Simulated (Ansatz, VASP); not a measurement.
# Ga2O3: VASP beside Ansatz

Contents of INCAR:

```
SYSTEM = Ga2O3
  PREC = Accurate
  ENCUT = 520
  EDIFF = 1E-7
  ISMEAR = 0
  SIGMA = 0.05
  LREAL = .FALSE.
  LASPH = .TRUE.
  NELM = 80
  ALGO = Normal
  ISIF = 2
  LWAVE = .FALSE.
  LCHARG = .FALSE.
  GGA = PE
  NBANDS = 55
```

Contents of KPOINTS:

```
Automatic mesh
0
G
  6 6 6
  0 0 0
```

File POSCAR:

```
Ga2O3
1.0
    2.4655064421      1.4234608080      4.3139834531
   -2.4655064421      1.4234608080      4.3139834531
    0.0000000000     -2.8469216161      4.3139834531
Ga O
4 6
Direct
    0.3558687539      0.3558687539      0.3558687539
    0.1441312461      0.1441312461      0.1441312461
    0.6441312461      0.6441312461      0.6441312461
    0.8558687539      0.8558687539      0.8558687539
    0.5531733332      0.9468266668      0.2500000000
    0.2500000000      0.5531733332      0.9468266668
    0.9468266668      0.2500000000      0.5531733332
    0.4468266668      0.0531733332      0.7500000000
    0.7500000000      0.4468266668      0.0531733332
    0.0531733332      0.7500000000      0.4468266668
```

Input for Ansatz:

```yaml
crystal:
  lattice:
    - [2.4655064421, 1.423460808, 4.3139834531]
    - [-2.4655064421, 1.423460808, 4.3139834531]
    - [0.0, -2.8469216161, 4.3139834531]
  atoms:
    - { symbol: Ga, position: [0.3558687539, 0.3558687539, 0.3558687539] }
    - { symbol: Ga, position: [0.1441312461, 0.1441312461, 0.1441312461] }
    - { symbol: Ga, position: [0.6441312461, 0.6441312461, 0.6441312461] }
    - { symbol: Ga, position: [0.8558687539, 0.8558687539, 0.8558687539] }
    - { symbol: O, position: [0.5531733332, 0.9468266668, 0.25] }
    - { symbol: O, position: [0.25, 0.5531733332, 0.9468266668] }
    - { symbol: O, position: [0.9468266668, 0.25, 0.5531733332] }
    - { symbol: O, position: [0.4468266668, 0.0531733332, 0.75] }
    - { symbol: O, position: [0.75, 0.4468266668, 0.0531733332] }
    - { symbol: O, position: [0.0531733332, 0.75, 0.4468266668] }
basis:
  ecutwfc: 420
kpoints:
  mp_grid: { grid: [6, 6, 6] }
hamiltonian:
  xc: pbe
scf:
  occupations: { method: gaussian, width: 0.05 }
output:
  forces: true
  stress: true
  eigenvalues: true
```

Change from the starting cell: strain -0.025 along x and y, -0.050 along z, atoms carried along.

Alike in both runs: task single point; functional PBE; k mesh 6 × 6 × 6; occupations gaussian, width 0.05 eV; no spin polarisation.

|  | VASP | Ansatz |
| --- | --- | --- |
| version | VASP 6.6.1 | Ansatz 0.2.0 |
| potentials or method | VASP PAW PBE potentials, release 64 (Ga_d, O), cutoff 520 eV | scalar-relativistic, plane waves, PAW |
| valence electrons in the cell | 88 | 88 |

VASP gave:

```
gap on the k mesh at the Fermi level (eV)                     : 3.44
least direct gap on the mesh (eV)                             : 3.70
pressure (GPa)                                                : 26.3
traceless stress, the component that is largest in VASP (GPa) : 2.91
rms of the force components (eV/Å)                            : 0.101
```

What did Ansatz give for the same quantities?

gap on the k mesh at the Fermi level (eV): 3.45; least direct gap on the mesh (eV): 3.70; pressure (GPa): 25.2; traceless stress, the component that is largest in VASP (GPa): 2.99; rms of the force components (eV/Å): 0.087.

Atom by atom the forces differ by 0.015 eV/Å (rms over components).
